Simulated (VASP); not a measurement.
# B8N7 (a cell with a defect) in VASP: further runs

Runs on B8N7 (a cell with a defect). Level: LDA. Tasks: single point.

Program: VASP 6.6.1. These are calculated values, not measurements. Logs are shortened: lines on timing, memory, paths and dates and some standing lists are left out, and cuts for length are marked.

## (1) The cell of the first run

The cell holds a defect, 15 atoms: a = 4.877 Å, b = 4.877 Å, c = 5.045 Å, α = 104.99°, β = 104.99°, γ = 117.71°.

## (2) Single point, LDA

Contents of INCAR:

```
PREC = Accurate
ENCUT = 520
EDIFF = 1E-6
ISMEAR = 0
SIGMA = 0.05
LREAL = Auto
LASPH = T
NELM = 100
ALGO = Normal
ISIF = 2
LWAVE = F
LCHARG = F
NBANDS = 42
NELECT = 56.0
```

Contents of KPOINTS:

```
regular mesh
0
Gamma
  6 6 6
```

Contents of POSCAR:

```
B8N7
1.0
   -1.2613598139     -2.1847392842      4.1742962428
   -1.2613598139     -2.1847392842     -4.1742962428
    5.0454392554      0.0000000000      0.0000000000
B N
8 7
Direct
    0.8331929424      0.8334737243      0.1666666667
    0.8331929424      0.8334737243      0.6666666667
    0.3331929424      0.3334737243      0.1666666667
    0.3331929424      0.3334737243      0.6666666667
    0.4165262757      0.9168070576      0.8333333333
    0.4165262757      0.9168070576      0.3333333333
    0.9165262757      0.4168070576      0.8333333333
    0.9165262757      0.4168070576      0.3333333333
    0.6459737243      0.0206929424      0.6666666667
    0.3759484515      0.7506676697      0.1266161212
    0.1459737243      0.5206929424      0.6666666667
    0.2293070576      0.1040262757      0.8333333333
    0.2293070576      0.1040262757      0.3333333333
    0.7293070576      0.6040262757      0.8333333333
    0.7293070576      0.6040262757      0.3333333333
```

Potentials or basis: VASP PAW LDA potentials, release 64 (B, N).

On the command line:

```console
> cat potpaw_LDA.64/B/POTCAR potpaw_LDA.64/N/POTCAR > POTCAR
> mpirun -np 1 vasp_std > vasp.out
```

OUTCAR:

```text
PREC = Accurate
   ENCUT = 520
   EDIFF = 1E-6
   ISMEAR = 0
   LREAL = Auto
   LASPH = T
   NELM = 100
   ISIF = 2
   NELECT = 56.0

 ion  position               nearest neighbor table
   1  0.833  0.833  0.167-  13 1.55  15 1.55  14 1.55
   2  0.833  0.833  0.667-  12 1.55  14 1.55  15 1.55   9 1.56
   3  0.333  0.333  0.167-  15 1.55  13 1.55  12 1.55
   4  0.333  0.333  0.667-  14 1.55  12 1.55  13 1.55  11 1.56
   5  0.417  0.917  0.833-  11 1.55   9 1.55  12 1.56  10 1.87
   6  0.417  0.917  0.333-  10 1.04   9 1.55  13 1.56
   7  0.917  0.417  0.833-   9 1.55  11 1.55  14 1.56  10 1.87
   8  0.917  0.417  0.333-  11 1.55  15 1.56
   9  0.646  0.021  0.667-   7 1.55   5 1.55   6 1.55   2 1.56
  10  0.376  0.751  0.127-   6 1.04   7 1.87   5 1.87
  11  0.146  0.521  0.667-   5 1.55   7 1.55   8 1.55   4 1.56
  12  0.229  0.104  0.833-   2 1.55   4 1.55   3 1.55   5 1.56
  13  0.229  0.104  0.333-   1 1.55   3 1.55   4 1.55   6 1.56
  14  0.729  0.604  0.833-   4 1.55   2 1.55   1 1.55   7 1.56
  15  0.729  0.604  0.333-   3 1.55   1 1.55   2 1.55   8 1.56

  LATTYP: Found a face centered orthorhombic cell.
 ALAT       =     5.0454392554
 B/A-ratio  =     1.6546810026
 C/A-ratio  =     1.7320508075

  Lattice vectors:

 A1 = (   3.7840794415,  -2.1847392842,  -4.1742962428)
 A2 = (   2.5227196276,  -4.3694785684,   0.0000000000)
 A3 = (  -1.2613598139,  -2.1847392842,  -4.1742962428)

Analysis of symmetry for initial positions (statically):
=====================================================================
 Subroutine PRICEL returns:
 Original cell was already a primitive cell.

 Routine SETGRP: Setting up the symmetry group for a
 face centered orthorhombic supercell.

 Subroutine GETGRP returns: Found  2 space group operations
 (whereof  2 operations were pure point group operations)
 out of a pool of  8 trial point group operations.

The static configuration has the point symmetry C_1h.

Analysis of symmetry for dynamics (positions and initial velocities):
=====================================================================
 Subroutine PRICEL returns:
 Original cell was already a primitive cell.

 Routine SETGRP: Setting up the symmetry group for a
 face centered orthorhombic supercell.
[... 143 lines left out ...]
   NUPDOWN=      -1.0000    fix difference up-down
   EMIN   =  10.00;   EMAX   =-10.00  energy-range for DOS
   EFERMI =   0.00;   METHOD = LEGACY
   ISMEAR =     0;   SIGMA  =   0.05  broadening in eV -4-tet -1-fermi 0-gaus
   EFERMI_NEDOS =   21; number of points for ismear=-14 and -15
   IALGO  =     38    algorithm
   IMIX   =      4    mixing-type and parameters
     AMIX     =   0.40;   BMIX     =  1.00
     AMIX_MAG =   1.60;   BMIX_MAG =  1.00
  volume/ion in A,a.u.               =       6.14        41.40
  Fermi-wavevector in a.u.,A,eV,Ry     =   1.387289  2.621596 26.185368  1.924570
  Thomas-Fermi vector in A             =   2.511524
   LORBIT       =      0    0 simple, 1 ext, 2 COOP (PROOUT), +10 PAW based schemes
   GGA     = CA    functional components
   LHFCALC =     F    Hartree Fock is set to
   AEXX    =    0.0000 exact exchange contribution
   IVDW    =     0    specifies the selected vdW correction
   LEPSILON=     F    determine dielectric tensor
   LRPA    =     F    only Hartree local field effects (RPA)
 non-spin polarized calculation
 Gauss-broadening in eV      SIGMA  =   0.05
  energy-cutoff  :      520.00
  volume of cell :       92.03
 maximum number of plane-waves:      2504
   NGX = 19   NGY = 19   NGZ = 19

 number of electron      55.9999997 magnetization

 Free energy of the ion-electron system (eV)
  ---------------------------------------------------
  ext. energy  EPLUGINS =         0.00000000
  ---------------------------------------------------
  free energy    TOTEN  =      -150.32915138 eV

  energy without entropy =     -150.32606379  energy(sigma->0) =     -150.32760758

 E-fermi :   6.6123     XC(G=0): -12.5821

 val. band max:        6.6082325839   @ k =  -0.3333   0.3333   0.0000
 cond. band min:       6.6267939739   @ k =  -0.3333   0.3333   0.3333
 fundamental gap:      0.0185613899
 Fermi energy:         6.6122504385

 k-point     1 :       0.0000    0.0000    0.0000
  band No.  band energies     occupation
      1     -12.8420      2.00000
      2      -9.5859      2.00000
      3      -9.0856      2.00000
      4      -8.4837      2.00000
      5      -8.2162      2.00000
      6      -7.6182      2.00000
[... 1021 lines left out ...]
     39      16.9314      0.00000
     40      17.4023      0.00000

 [... further k-points ...]

 [bands above 40 left out]

------------------------ aborting loop because EDIFF is reached ----------------------------------------

  FORCE on cell =-STRESS in cart. coord.  units (eV):
  Direction    XX          YY          ZZ          XY          YZ          ZX
  --------------------------------------------------------------------------------------
  -------------------------------------------------------------------------------------
  Total       -9.5387959    -28.6389116    -26.0942219    -16.5411854      9.4763434    -16.4135085
  in kB     -166.0704172   -498.6033930   -454.3003506   -287.9820047    164.9831198   -285.7591488
  external PRESSURE =    -372.9913869 kB  Pullay stress =       0.0000000 kB

 VOLUME and BASIS-vectors are now :
 -----------------------------------------------------------------------------
  energy-cutoff  :      520.00
  volume of cell :       92.03
      direct lattice vectors                 reciprocal lattice vectors
    -1.261359814 -2.184739284  4.174296243     0.000000000 -0.228860260  0.119780670
    -1.261359814 -2.184739284 -4.174296243     0.000000000 -0.228860260 -0.119780670
     5.045439255  0.000000000  0.000000000     0.198198799 -0.114430130  0.000000000

 POSITION                                       TOTAL-FORCE (eV/Angst)
 -----------------------------------------------------------------------------------
     -1.26136     -3.64123     -0.00117        -0.356137      1.648767      3.420593
      1.26136     -3.64123     -0.00117         0.807887     -0.466434      0.945618
      0.00000     -1.45649     -0.00117        -1.605943     -0.515960      3.420593
      2.52272     -1.45649     -0.00117         0.488488     -0.282028      0.742743
      2.52272     -2.91299     -2.08832        -1.357213      2.126030     -2.015371
     -0.00000     -2.91299     -2.08832        29.680666    -17.136141    -21.999539
      2.52272     -2.91299      2.08598        -2.519803      0.112366     -2.015371
     -0.00000     -2.91299      2.08598         3.061138     -1.767349     -3.429389
      2.52272     -1.45649      2.61011         2.526607     -1.458737      1.050962
     -0.78223     -2.46136     -1.56419       -28.026936     16.181359     20.355591
      2.52272     -1.45649     -1.56419        -4.341477      2.506553      1.263349
      3.78408     -0.72825      0.52296         0.981407     -0.514434     -0.326332
      1.26136     -0.72825      0.52296         0.414024     -0.239037     -3.961951
      2.52272     -2.91299      0.52296         0.936216     -0.592707     -0.326332
     -0.00000     -2.91299      0.52296        -0.688925      0.397751      2.874835
 -----------------------------------------------------------------------------------
    total drift:                               -0.000213      0.000115      0.001741

  FREE ENERGIE OF THE ION-ELECTRON SYSTEM (eV)
  ---------------------------------------------------
  free  energy   TOTEN  =      -150.3291513769 eV

  energy  without entropy=     -150.3260637907  energy(sigma->0) =     -150.32760758
```

OSZICAR:

```text
N       E                     dE             d eps       ncg     rms          rms(c)
DAV:   1     0.172418214665E+03    0.17242E+03   -0.29577E+04  5712   0.129E+03
DAV:   2    -0.147073982370E+03   -0.31949E+03   -0.30406E+03  6998   0.281E+02
DAV:   3    -0.162005747022E+03   -0.14932E+02   -0.14823E+02  7256   0.601E+01
DAV:   4    -0.162139405731E+03   -0.13366E+00   -0.13347E+00  7224   0.589E+00
DAV:   5    -0.162140954177E+03   -0.15484E-02   -0.15480E-02  7312   0.590E-01    0.209E+01
DAV:   6    -0.151422225851E+03    0.10719E+02   -0.36285E+01  6564   0.254E+01    0.930E+00
DAV:   7    -0.150639680410E+03    0.78255E+00   -0.33202E+00  7080   0.901E+00    0.557E+00
DAV:   8    -0.150365471125E+03    0.27421E+00   -0.69322E-01  7032   0.388E+00    0.220E+00
DAV:   9    -0.150333126819E+03    0.32344E-01   -0.18352E-01  6888   0.187E+00    0.688E-01
DAV:  10    -0.150329837974E+03    0.32888E-02   -0.19357E-02  7032   0.703E-01    0.276E-01
DAV:  11    -0.150329191858E+03    0.64612E-03   -0.42999E-03  6808   0.316E-01    0.116E-01
DAV:  12    -0.150329157998E+03    0.33860E-04   -0.38112E-04  6992   0.101E-01    0.541E-02
DAV:  13    -0.150329152473E+03    0.55250E-05   -0.91321E-05  6992   0.465E-02    0.197E-02
DAV:  14    -0.150329151324E+03    0.11493E-05   -0.81845E-06  7000   0.167E-02    0.862E-03
DAV:  15    -0.150329151377E+03   -0.53306E-07   -0.11616E-06  3976   0.582E-03
   1 F= -.15032915E+03 E0= -.15032761E+03  d E =-.308759E-02
```

It took 5.5 min on 1 thread of Intel Xeon Platinum 8488C (Sapphire Rapids), shared host; peak memory 0.28 GiB.

Results:

```
Free energy   : -150.3292 eV
Largest force : 40.726 eV/Å
```

Forces on the atoms (eV/Å):
```
B    -0.356   1.649   3.421
B     0.808  -0.466   0.946
B    -1.606  -0.516   3.421
B     0.488  -0.282   0.743
B    -1.357   2.126  -2.015
B    29.681 -17.136 -22.000
B    -2.520   0.112  -2.015
B     3.061  -1.767  -3.429
N     2.527  -1.459   1.051
N   -28.027  16.181  20.356
N    -4.341   2.507   1.263
N     0.981  -0.514  -0.326
N     0.414  -0.239  -3.962
N     0.936  -0.593  -0.326
N    -0.689   0.398   2.875
```

Caveat: the cell carries a net charge on a neutralising background, which shifts energy and pressure; the cell differs from its parent crystal (atoms taken out, atom 10 moved 0.500 of the way to it and -0.175 Å across, host rigid); the cell is charged against a uniform background, so pressure and absolute levels hang on convention; atoms lie so close that the PAW spheres overlap strongly, which falsifies energies and pressures.

## (3) Single point, LDA

Contents of INCAR:

```
ALGO = Normal
EDIFF = 1E-6
ENCUT = 520
GGA = CA
ISIF = 2
ISMEAR = 0
LASPH = T
LCHARG = F
LREAL = Auto
LWAVE = F
NBANDS = 42
NELECT = 56.0
NELM = 60
PREC = Accurate
SIGMA = 0.05
```

Contents of KPOINTS:

```
k-points
0
Gamma
  6 6 6
```

POSCAR: that of step 2 with these lines changed.

```diff
@@ -17,3 +17,3 @@
     0.6459737243      0.0206929424      0.6666666667
-    0.3759484515      0.7506676697      0.1266161212
+    0.1659989970      0.5407182151      0.2067172121
     0.1459737243      0.5206929424      0.6666666667
```

Potentials or basis: VASP PAW LDA potentials, release 64 (B, N).

On the command line:

```console
> cat potpaw_LDA.64/B/POTCAR potpaw_LDA.64/N/POTCAR > POTCAR
> mpirun -np 1 vasp_std > vasp.out
```

Run time: 6.2 min. Hardware: 1 thread of Intel Xeon Platinum 8488C (Sapphire Rapids), shared host; peak memory 0.28 GiB.

Results (log left out):

- Free energy: -159.7657 eV
- Largest force: 4.597 eV/Å

Forces on the atoms (eV/Å):
```
B   -0.213  0.123  3.606
B   -0.119  0.181 -0.469
B    0.497 -0.287 -0.709
B   -0.216  0.012 -0.469
B   -2.824  1.630 -1.690
B    2.841  1.128 -1.926
B    0.310 -0.179 -0.576
B    0.444 -3.025 -1.926
N    0.537 -1.325  0.995
N   -3.743  2.161  1.565
N    1.416  0.197  0.995
N    1.017 -0.587  1.115
N   -0.532  0.300 -0.089
N    1.110 -0.641 -0.332
N   -0.526  0.311 -0.089
```

Levels at points of the mesh, in eV from the Fermi level:
```
           k point  band 24  band 25  band 26  band 27  band 28  band 29  band 30  band 31  band 32  band 33
(0.00, 0.00, 0.00)    -1.50    -0.78    -0.71     0.09     0.65     0.70     5.88     6.45     7.04     8.59
(0.50, 0.00, 0.00)    -1.59    -1.24    -1.12    -0.82    -0.21     0.18     3.66     5.33     5.98     8.98
(0.00, 0.50, 0.00)    -1.69    -1.32    -1.14    -0.76    -0.07     0.14     3.77     5.29     6.02     8.93
(0.50, 0.50, 0.00)    -1.57    -0.82    -0.67     0.10     0.25     0.29     3.79     6.29     6.94     8.37
(0.00, 0.00, 0.50)    -1.79    -1.08    -0.83    -0.15     0.20     0.25     3.81     5.91     6.00     9.18
(0.50, 0.50, 0.50)    -2.34    -2.20    -1.34    -1.29    -1.16     0.57     3.85     4.23     5.39     8.34
```

Caveat: the cell carries a net charge on a neutralising background, which shifts energy and pressure; the cell differs from its parent crystal (atoms taken out, atom 10 moved 0.000 of the way to it and +0.175 Å across, host rigid); the cell is charged against a uniform background, so pressure and absolute levels hang on convention.

## (4) Single point, LDA

Contents of INCAR:

```
SYSTEM = B8N7
  PREC = Accurate
  ENCUT = 520
  EDIFF = 1E-6
  ISMEAR = 0
  SIGMA = 0.05
  LREAL = Auto
  LASPH = .True.
  NELM = 100
  ALGO = Normal
  ISIF = 2
  LWAVE = .False.
  LCHARG = .False.
  GGA = CA
  NBANDS = 42
  NELECT = 56.0
```

Contents of KPOINTS:

```
Automatic mesh
0
Gamma
  6 6 6
  0 0 0
```

POSCAR: that of step 3 with these lines changed.

```diff
@@ -17,3 +17,3 @@
     0.6459737243      0.0206929424      0.6666666667
-    0.1659989970      0.5407182151      0.2067172121
+    0.3358979061      0.7106171242      0.0465150303
     0.1459737243      0.5206929424      0.6666666667
```

On the command line:

```console
> cat potpaw_LDA.64/B/POTCAR potpaw_LDA.64/N/POTCAR > POTCAR
> mpirun -np 1 vasp_std > vasp.out
```

It took 8.8 min on 1 thread of Intel Xeon Platinum 8488C (Sapphire Rapids), shared host; peak memory 0.28 GiB.

Results (log left out):

- Free energy: -153.9029 eV
- Largest force: 6.160 eV/Å

Forces in eV/Å, atoms in the order of the input:
```
B   -0.734  1.345  3.563
B    0.864 -0.499  0.899
B   -1.532 -0.036  3.563
B    0.098 -0.056  1.554
B   -1.602  0.711 -2.901
B    3.251 -1.877 -4.840
B   -1.417  1.032 -2.901
B    1.513 -0.874 -4.363
N    0.690 -0.399  1.489
N    2.578 -1.489  1.920
N   -4.796  2.769  2.698
N    0.497 -0.319 -0.198
N    0.462 -0.267 -2.076
N    0.525 -0.271 -0.198
N   -0.397  0.229  1.792
```

Levels at points of the mesh, in eV from the Fermi level:
```csv
k point,band 25,band 26,band 27,band 28,band 29,band 30,band 31,band 32
"(0.00, 0.00, 0.00)",-1.45,-0.37,-0.22,0.13,1.29,1.79,5.17,5.83
"(0.50, 0.00, 0.00)",-1.75,-1.59,-1.26,-0.30,0.93,2.10,3.43,4.20
"(0.00, 0.50, 0.00)",-1.75,-1.65,-1.28,-0.23,0.90,2.01,3.62,4.31
"(0.50, 0.50, 0.00)",-1.29,-0.46,-0.14,-0.14,1.14,1.79,3.22,5.37
"(0.00, 0.00, 0.50)",-1.10,-0.73,-0.57,-0.25,-0.04,0.19,4.51,5.96
"(0.50, 0.50, 0.50)",-2.02,-1.99,-1.35,-0.75,-0.09,1.17,3.21,4.67
```

Caveat: the cell carries a net charge on a neutralising background, which shifts energy and pressure; the cell differs from its parent crystal (atoms taken out, atom 10 moved 0.500 of the way to it and -0.525 Å across, host rigid); the cell is charged against a uniform background, so pressure and absolute levels hang on convention.

## (5) Single point, LDA

Contents of INCAR:

```
PREC = Accurate
ENCUT = 520
EDIFF = 1E-6
ISMEAR = 0
SIGMA = 0.05
LREAL = Auto
LASPH = T
NELM = 60
ALGO = Normal
ISIF = 2
LWAVE = F
LCHARG = F
NELECT = 56.0
NBANDS = 42
```

Contents of KPOINTS:

```
regular mesh
0
Gamma
  6 6 6
```

POSCAR: that of step 4 with these lines changed.

```diff
@@ -17,3 +17,3 @@
     0.6459737243      0.0206929424      0.6666666667
-    0.3358979061      0.7106171242      0.0465150303
+    0.1459737243      0.5206929424      0.1666666667
     0.1459737243      0.5206929424      0.6666666667
```

On the command line:

```console
> cat potpaw_LDA.64/B/POTCAR potpaw_LDA.64/N/POTCAR > POTCAR
> mpirun -np 1 vasp_std > vasp.out
```

Run time: 8.7 min. Hardware: 1 thread of Intel Xeon Platinum 8488C (Sapphire Rapids), shared host; peak memory 0.27 GiB.

It converged, with:

```yaml
Free_energy: -160.2135 eV
Largest_force: 4.039 eV/Å
```

Forces in eV/Å, atoms in the order of the input:
```
B   -0.181  0.104  3.799
B    0.066  0.095 -0.500
B    0.066 -0.038 -0.634
B   -0.049 -0.105 -0.500
B   -3.093  1.786 -1.787
B    3.104  2.136 -1.454
B    0.327 -0.189 -0.175
B   -0.298 -3.756 -1.454
N   -0.226 -0.446  0.758
N   -0.309  0.178  0.641
N    0.273  0.419  0.758
N    0.763 -0.441  1.551
N   -0.638  0.271 -0.101
N    0.751 -0.434 -0.802
N   -0.554  0.418 -0.101
```

Levels at points of the mesh, in eV from the Fermi level:
```
           k point  band 24  band 25  band 26  band 27  band 28  band 29  band 30  band 31  band 32  band 33
(0.00, 0.00, 0.00)    -1.40    -1.10    -0.73     0.21     0.57     0.72     5.91     6.99     7.05     8.63
(0.50, 0.00, 0.00)    -1.64    -1.26    -1.01    -0.70    -0.20     0.24     3.65     5.32     5.97     9.25
(0.00, 0.50, 0.00)    -1.68    -1.33    -1.07    -0.63    -0.19     0.22     3.75     5.28     6.02     9.17
(0.50, 0.50, 0.00)    -1.50    -0.84    -0.46    -0.23     0.26     0.27     3.71     6.75     6.93     8.62
(0.00, 0.00, 0.50)    -1.76    -1.02    -0.90    -0.17     0.10     0.31     3.81     5.92     6.37     9.39
(0.50, 0.50, 0.50)    -2.37    -2.30    -1.29    -1.24    -1.14     0.50     3.77     4.22     5.69     8.33
```

Caveat: the cell carries a net charge on a neutralising background, which shifts energy and pressure; the cell is charged against a uniform background, so pressure and absolute levels hang on convention.
